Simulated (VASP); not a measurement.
RuBrF3, 5 atoms in the cell. The structure is cubic, space group Pm-3m (No. 221). Conventional cell: a = 4.101 Å, b = 4.101 Å, c = 4.101 Å, α = 90.00°, β = 90.00°, γ = 90.00°. Within 2.7 Å of Ru (site symmetry m-3m) lie 6 F at 2.05 Å. Within 3.8 Å of Br (site symmetry m-3m) lie 12 F at 2.90 Å and 8 Ru at 3.55 Å. Within 2.7 Å of F (site symmetry 4/mmm) lie 2 Ru at 2.05 Å. 

```yaml
Program: VASP 6.6.1
Task: single point
Functional: PBE
Potentials_or_basis: VASP PAW PBE potentials, release 64 (Ru_pv, Br, F)
Cutoff: 520 eV
k_mesh: 4 × 4 × 4
Occupations: gaussian, width 0.1 eV
Spin: collinear spin, ferromagnetic start
Starting_moments: "[1.0, 0.0, 0.0, 0.0, 0.0] μB"
Dipole_correction: no
Further_INCAR_settings: ALGO = Normal; EDIFF = 1e-06; NBANDS = 33
```

Potentials or basis: VASP PAW PBE potentials, release 64 (Ru_pv, Br, F).

Command:

```bash
$ cat potpaw_PBE.64/Ru_pv/POTCAR potpaw_PBE.64/Br/POTCAR potpaw_PBE.64/F/POTCAR > POTCAR
$ mpirun -np 1 vasp_std > vasp.out
```

Hardware: 1 thread of Intel(R) Xeon(R) Platinum 8488C (Sapphire Rapids), with other jobs on the host.

Problem. How long does it take, and how much memory?

Solution. Wall time 35 s on 1 thread of Intel(R) Xeon(R) Platinum 8488C (Sapphire Rapids), with other jobs on the host, peak memory 0.22 GiB. Counts: scf iterations 19, k points 10.
